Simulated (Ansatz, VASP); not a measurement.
# B2Pt2Cl in VASP and in Ansatz

```
B Pt Cl
1.0
    -1.63470    1.63470    6.75115
     1.63470   -1.63470    6.75115
     1.63470    1.63470   -6.75115
B Pt Cl
2 2 1
Direct
  0.75000 0.25000 0.50000
  0.25000 0.75000 0.50000
  0.34849 0.34849 0.00000
  0.65151 0.65151 0.00000
  0.00000 0.00000 0.00000
```

Change from the starting cell: species swapped into the YbSi2Pd2 type (I4/mmm, No. 139).

Alike in both runs: functional PBE; k mesh 16 × 16 × 16; occupations gaussian, width 0.1 eV; no spin polarisation.

Ansatz relaxed the structure, and its values are those at the end. VASP's run is a single point on that final structure, the one shown.

```csv
,VASP,Ansatz
version,VASP 6.6.1,Ansatz 0.2.0
potentials or method,"VASP PAW PBE potentials, release 64 (B, Pt, Cl), cutoff 520 eV","scalar-relativistic, plane waves, PAW"
valence electrons in the cell,33,49
```

Ansatz gave:

| Property | Result |
| --- | --- |
| gap on the k mesh at the Fermi level (eV) | none |
| pressure (GPa) | 0.0 |
| rms of the force components (eV/Å) | 0.000 |

Question: Which values does VASP return?

Answer: gap on the k mesh at the Fermi level (eV): none; pressure (GPa): 0.0; rms of the force components (eV/Å): 0.015.

A gap of «none» marks a metal or a gap that the smearing closes. With one functional, cell and mesh, what is left measures potentials, basis and numerics. VASP's potentials hold 33 valence electrons a cell and Ansatz's 49, so a difference there can come from the potentials and not from the codes.

Neither program's run includes spin-orbit coupling.
